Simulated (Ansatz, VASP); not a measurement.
Hf2N in VASP and in Ansatz

```
Hf N
1.0
     5.31312    0.00000    0.00000
     0.00000    5.31312    0.00000
     0.00000    0.00000    3.24210
Hf N
4 2
Direct
  0.29554 0.29554 0.00000
  0.70446 0.70446 0.00000
  0.79554 0.20446 0.50000
  0.20446 0.79554 0.50000
  0.00000 0.00000 0.00000
  0.50000 0.50000 0.50000
```

Alike in both runs: task relaxation of cell and atoms; functional PBEsol; k mesh 1 × 1 × 2; occupations gaussian, width 0.1 eV; no spin polarisation.

|  | VASP | Ansatz |
| --- | --- | --- |
| version | VASP 6.6.1 | Ansatz 0.2.0 |
| potentials or method | VASP PAW PBE potentials, release 64 (Hf_pv, N), cutoff 600 eV | scalar-relativistic, plane waves, PAW |
| valence electrons in the cell | 50 | 114 |

Ansatz gave:

| Item | Value |
| --- | --- |
| gap on the k mesh at the Fermi level, each at its own relaxed structure (eV) | none |
| relaxed volume (Å³/atom) | 15.73 |
| relaxed cell length with the largest relative difference (Å) | 5.479 |

Question: Which values does VASP return?

Answer: gap on the k mesh at the Fermi level, each at its own relaxed structure (eV): none; relaxed volume (Å³/atom): 15.66; relaxed cell length with the largest relative difference (Å): 5.471.

VASP's potentials were made for PBE, not for PBEsol. A gap of «none» marks a metal or a gap that the smearing closes. VASP's potentials hold 50 valence electrons a cell and Ansatz's 114, so a difference there can come from the potentials and not from the codes.

The k mesh is coarse, so the values compare programs but aren't converged. Neither program's run includes spin-orbit coupling.
